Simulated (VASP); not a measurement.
# Ti4O in VASP: single point with PBEsol

Aim: the single point of Ti4O with PBEsol.

Program: VASP 6.6.1. These are calculated values, not measurements. Logs are shortened: lines on timing, memory, paths and dates and some standing lists are left out, and cuts for length are marked.

## (1) The cell of the first run

The cell holds a slab with vacuum, 5 atoms: a = 2.868 Å, b = 2.868 Å, c = 26.025 Å, α = 90.00°, β = 90.00°, γ = 120.00°.

## (2) Single point, PBEsol

Input file INCAR:

```
SYSTEM = Ti4O
PREC = Accurate
ENCUT = 520
EDIFF = 1E-6
ISMEAR = 0
SIGMA = 0.1
LREAL = .FALSE.
LASPH = .TRUE.
NELM = 100
ALGO = Fast
ISIF = 2
LWAVE = .FALSE.
LCHARG = .TRUE.
LDIPOL = .TRUE.
IDIPOL = 3
DIPOL = 0.5 0.5 0.497
GGA = PS
LELF = .TRUE.
LVHAR = .TRUE.
LVACPOTAV = .TRUE.
NBANDS = 35
```

Input file KPOINTS:

```
Automatic mesh
0
G
  12 12 1
  0 0 0
```

Input file POSCAR:

```
Ti4O
1.0
    2.8679135954      0.0000000000      0.0000000000
   -1.4339567977      2.4836860295      0.0000000000
    0.0000000000      0.0000000000     26.0249249352
Ti O
4 1
Direct
    0.6666666667      0.3333333333      0.3266099719
    0.3333333333      0.6666666667      0.4165868556
    0.0000000000      0.0000000000      0.5080269110
    0.6666666667      0.3333333333      0.5921085072
    0.6666666667      0.6666666667      0.6432291106
```

Potentials or basis: VASP PAW PBE potentials, release 64 (Ti_sv, O).

Started as:

```
$ cat potpaw_PBE.64/Ti_sv/POTCAR potpaw_PBE.64/O/POTCAR > POTCAR
$ mpirun -np 1 vasp_std > vasp.out
```

OUTCAR:

```text
SYSTEM = Ti4O
   PREC = Accurate
   ENCUT = 520
   EDIFF = 1E-6
   ISMEAR = 0
   LREAL = .FALSE.
   LASPH = .TRUE.
   NELM = 100
   ISIF = 2
   GGA = PS

 ion  position               nearest neighbor table
   1  0.667  0.333  0.327-   2 2.87   2 2.87   2 2.87
   2  0.333  0.667  0.417-   1 2.87   1 2.87   1 2.87   3 2.90   3 2.90   3 2.90
   3  0.000  0.000  0.508-   4 2.74   4 2.74   4 2.74   2 2.90   2 2.90   2 2.90
   4  0.667  0.333  0.592-   5 1.64   5 2.33   3 2.74   3 2.74   3 2.74
   5  0.667  0.667  0.643-   4 1.64   4 2.33

  LATTYP: Found a hexagonal cell.
 ALAT       =     2.8679135954
 C/A-ratio  =     9.0745149983

  Lattice vectors:

 A1 = (   2.8679135954,   0.0000000000,   0.0000000000)
 A2 = (  -1.4339567977,   2.4836860295,   0.0000000000)
 A3 = (   0.0000000000,   0.0000000000,  26.0249249352)

Analysis of symmetry for initial positions (statically):
=====================================================================
 Subroutine PRICEL returns:
 Original cell was already a primitive cell.

 Routine SETGRP: Setting up the symmetry group for a
 hexagonal supercell.

 Subroutine GETGRP returns: Found  1 space group operations
 (whereof  1 operations were pure point group operations)
 out of a pool of 24 trial point group operations.

The static configuration has the point symmetry C_1 .

Analysis of symmetry for dynamics (positions and initial velocities):
=====================================================================
 Subroutine PRICEL returns:
 Original cell was already a primitive cell.

 Routine SETGRP: Setting up the symmetry group for a
 hexagonal supercell.

 Subroutine GETGRP returns: Found  1 space group operations
 (whereof  1 operations were pure point group operations)
 out of a pool of 24 trial point group operations.

The dynamic configuration has the point symmetry C_1 .

 Subroutine INISYM returns: Found  1 space group operations
 (whereof  1 operations are pure point group operations),
 and found     1 'primitive' translations

----------------------------------------------------------------------------------------

                                     Primitive cell

  volume of cell :     185.3755

  direct lattice vectors                    reciprocal lattice vectors
     2.867913595  0.000000000  0.000000000     0.348685540  0.201313690  0.000000000
    -1.433956798  2.483686029  0.000000000     0.000000000  0.402627380  0.000000000
     0.000000000  0.000000000 26.024924935     0.000000000  0.000000000  0.038424703

  length of vectors
     2.867913595  2.867913595 26.024924935     0.402627380  0.402627380  0.038424703

  position of ions in fractional coordinates (direct lattice)
     0.666666667  0.333333333  0.326609972
     0.333333333  0.666666667  0.416586856
     0.000000000  0.000000000  0.508026911
     0.666666667  0.333333333  0.592108507
     0.666666667  0.666666667  0.643229111

  ion indices of the primitive-cell ions
   primitive index   ion index
                 1           1
                 2           2
                 3           3
                 4           4
                 5           5

----------------------------------------------------------------------------------------

 KPOINTS: Automatic mesh

Automatic generation of k-mesh.
 Grid dimensions read from file:
 generate k-points for:   12   12    1

 Generating k-lattice:

  Cartesian coordinates                     Fractional coordinates (reciprocal lattice)
     0.029057128  0.016776141  0.000000000     0.083333333  0.000000000  0.000000000
     0.000000000  0.033552282  0.000000000     0.000000000  0.083333333  0.000000000
     0.000000000  0.000000000  0.038424703     0.000000000  0.000000000  1.000000000

  Length of vectors
     0.033552282  0.033552282  0.038424703

  Shift w.r.t. Gamma in fractional coordinates (k-lattice)
     0.000000000  0.000000000  0.000000000

 Subroutine IBZKPT returns following result:
 ===========================================

 Found     74 irreducible k-points:

 Following reciprocal coordinates:
            Coordinates               Weight
  0.000000  0.000000  0.000000      1.000000
  0.083333  0.000000  0.000000      2.000000
  0.000000  0.083333  0.000000      2.000000
 -0.083333  0.083333  0.000000      2.000000
  0.166667 -0.000000  0.000000      2.000000
  0.000000  0.166667  0.000000      2.000000
[... 16 lines left out ...]
  0.166667  0.083333  0.000000      2.000000
 -0.083333  0.250000  0.000000      2.000000
 [... further k-points ...]
   k-points           NKPTS =     74   k-points in BZ     NKDIM =     74   number of bands    NBANDS=     35
   number of dos      NEDOS =    301   number of ions     NIONS =      5
   total plane-waves  NPLWV = 112896
   dimension x,y,z NGX =    24 NGY =   24 NGZ =  196
   dimension x,y,z NGXF=    48 NGYF=   48 NGZF=  392
   ions per type =               4   1
   NGX,Y,Z   is equivalent  to a cutoff of  13.91, 13.91, 12.52 a.u.
   NGXF,Y,Z  is equivalent  to a cutoff of  27.82, 27.82, 25.04 a.u.
 SYSTEM =  Ti4O
   PREC   = accura    normal or accurate (medium, high low for compatibility)
   ISTART =      0    job   : 0-new  1-cont  2-samecut
   ICHARG =      2    charge: 1-file 2-atom 10-const
   ISPIN  =      1    spin polarized calculation?
   LNONCOLLINEAR =      F non collinear calculations
   LSORBIT =      F    spin-orbit coupling
   LASPH  =      T    aspherical Exc in radial PAW
   ENCUT  =  520.0 eV  38.22 Ry    6.18 a.u.   5.33  5.33 48.39*2*pi/ulx,y,z
   NELM   =    100;   NELMIN=  2; NELMDL= -5     # of ELM steps
   EDIFF  = 0.1E-05   stopping-criterion for ELM
   LREAL  =      F    real-space projection
   EDIFFG = 0.1E-04   stopping-criterion for IOM
   NSW    =      0    number of steps for IOM
   IBRION =     -1    ionic relax: 0-MD 1-quasi-New 2-CG
   NFREE  =      0    steps in history (QN), initial steepest desc. (CG)
   ISIF   =      2    stress and relaxation
   ISYM   =      2    0-nonsym 1-usesym 2-fastsym
   POTIM  = 0.5000    time-step for ionic-motion
   TEBEG  =    0.0;   TEEND  =   0.0 temperature during run
   PSTRESS=    0.0 pullay stress
   NELECT =      54.0000    total number of electrons
   NUPDOWN=      -1.0000    fix difference up-down
   EMIN   =  10.00;   EMAX   =-10.00  energy-range for DOS
   EFERMI =   0.00;   METHOD = LEGACY
   ISMEAR =     0;   SIGMA  =   0.10  broadening in eV -4-tet -1-fermi 0-gaus
   EFERMI_NEDOS =   21; number of points for ismear=-14 and -15
   IALGO  =     68    algorithm
   IMIX   =      4    mixing-type and parameters
     AMIX     =   0.40;   BMIX     =  1.00
     AMIX_MAG =   1.60;   BMIX_MAG =  1.00
  volume/ion in A,a.u.               =      37.08       250.20
  Fermi-wavevector in a.u.,A,eV,Ry     =   1.085231  2.050788 16.023926  1.177725
  Thomas-Fermi vector in A             =   2.221339
   LORBIT       =      0    0 simple, 1 ext, 2 COOP (PROOUT), +10 PAW based schemes
   GGA     = PS    functional components
   LHFCALC =     F    Hartree Fock is set to
   AEXX    =    0.0000 exact exchange contribution
   IVDW    =     0    specifies the selected vdW correction
   LEPSILON=     F    determine dielectric tensor
   LRPA    =     F    only Hartree local field effects (RPA)
 non-spin polarized calculation
 RMM-DIIS sequential band-by-band and
 Gauss-broadening in eV      SIGMA  =   0.10
  energy-cutoff  :      520.00
  volume of cell :      185.38
 maximum number of plane-waves:      5023
 NGX is ok and might be reduce to    24
   NGX = 11   NGY = 11   NGZ = 97

 dipolmoment           0.000000      0.000000     -0.030268 electrons x Angstroem

 number of electron      53.9999999 magnetization

 dipolmoment           0.000000      0.000000      0.112901 electrons x Angstroem

 Free energy of the ion-electron system (eV)
  ---------------------------------------------------
  ext. energy  EPLUGINS =         0.00000000
  ---------------------------------------------------
  free energy    TOTEN  =       -40.06288533 eV

  energy without entropy =      -40.03474529  energy(sigma->0) =      -40.04881531

 E-fermi :  -0.4931     XC(G=0):  -5.3004

 val. band max:       -0.5008761340   @ k =   0.2500   0.0833   0.0000
 cond. band min:      -0.4794995241   @ k =  -0.4167   0.4167   0.0000
 fundamental gap:      0.0213766099
 Fermi energy:        -0.4931227486

 k-point     1 :       0.0000    0.0000    0.0000
  band No.  band energies     occupation
      1     -57.1000      2.00000
      2     -56.9260      2.00000
      3     -56.8932      2.00000
      4     -56.6352      2.00000
      5     -33.7245      2.00000
      6     -33.5840      2.00000
[... 27 lines left out ...]
     34       0.7305      0.00000
     35       0.9245      0.00000

 k-point     2 :       0.0833    0.0000    0.0000
  band No.  band energies     occupation
      1     -57.0932      2.00000
      2     -56.9185      2.00000
      3     -56.8870      2.00000
      4     -56.6296      2.00000
      5     -33.7143      2.00000
      6     -33.5751      2.00000
[... 27 lines left out ...]
     34       0.9345      0.00000
     35       1.8110      0.00000

 k-point     3 :       0.0000    0.0833    0.0000
  band No.  band energies     occupation
      1     -57.0932      2.00000
      2     -56.9183      2.00000
      3     -56.8870      2.00000
      4     -56.6296      2.00000
      5     -33.7173      2.00000
      6     -33.5754      2.00000
[... 27 lines left out ...]
     34       0.7240      0.00000
     35       1.0089      0.00000
[... 723 lines left out ...]
 k-point    23 :       0.1667    0.0833    0.0000
  band No.  band energies     occupation
      1     -57.0584      2.00000
      2     -56.8800      2.00000
      3     -56.8554      2.00000
      4     -56.6013      2.00000
      5     -33.6753      2.00000
      6     -33.5312      2.00000
[... 27 lines left out ...]
     34       1.3487      0.00000
     35       1.8221      0.00000

 k-point    24 :      -0.0833    0.2500    0.0000
  band No.  band energies     occupation
      1     -57.0584      2.00000
      2     -56.8780      2.00000
      3     -56.8553      2.00000
      4     -56.6012      2.00000
      5     -33.7169      2.00000
      6     -33.5320      2.00000
[... 27 lines left out ...]
     34       1.2676      0.00000
     35       1.4505      0.00000

 [... further k-points ...]
[... 5 lines left out ...]
  --------------------------------------------------------------------------------------
  -------------------------------------------------------------------------------------
  Total        1.7855559      2.0444966      1.2682230     -0.2302641      2.6710064     -1.8548438
  in kB       15.4323400     17.6703327     10.9610954     -1.9901441     23.0851804    -16.0311873
  external PRESSURE =      14.6879227 kB  Pullay stress =       0.0000000 kB

 VOLUME and BASIS-vectors are now :
 -----------------------------------------------------------------------------
  energy-cutoff  :      520.00
  volume of cell :      185.38
      direct lattice vectors                 reciprocal lattice vectors
     2.867913595  0.000000000  0.000000000     0.348685540  0.201313690  0.000000000
    -1.433956798  2.483686029  0.000000000     0.000000000  0.402627380  0.000000000
     0.000000000  0.000000000 26.024924935     0.000000000  0.000000000  0.038424703

 POSITION                                       TOTAL-FORCE (eV/Angst)
 -----------------------------------------------------------------------------------
      1.43396      0.82790      8.50000         0.005475      0.016096      0.559053
     -0.00000      1.65579     10.84164         0.017587      0.007717     -0.511095
      0.00000      0.00000     13.22136        -0.077048      0.121340     -1.152694
      1.43396      0.82790     15.40958         1.486257     -2.461950      0.863365
      0.95597      1.65579     16.73999        -1.432271      2.316797      0.241371
 -----------------------------------------------------------------------------------
    total drift:                                0.000453     -0.000425      0.001435

  FREE ENERGIE OF THE ION-ELECTRON SYSTEM (eV)
  ---------------------------------------------------
  free  energy   TOTEN  =       -40.0628853319 eV

  energy  without entropy=      -40.0347452868  energy(sigma->0) =      -40.04881531

 vacuum level on the upper side and lower side of the slab         7.033         4.165
```

Wall time 55 min (1 thread of Oxide Virtual Turin-like, shared host); peak memory 0.54 GiB.

Results:

* Free energy: -40.0629 eV
* Largest force: 3.003 eV/Å
* Band gap on the k mesh: zero (bands 27 and 28 overlap by 0.65 eV)

Forces in eV/Å, atoms in the order of the input:
```
Ti   0.005  0.016  0.559
Ti   0.018  0.008 -0.511
Ti  -0.077  0.121 -1.153
Ti   1.486 -2.462  0.863
O   -1.432  2.317  0.241
```

Caveat: the PAW data sets were made with another functional, which shifts forces and pressure a little.

The gap in the log of VASP goes by the Fermi energy; the results here count the filled bands.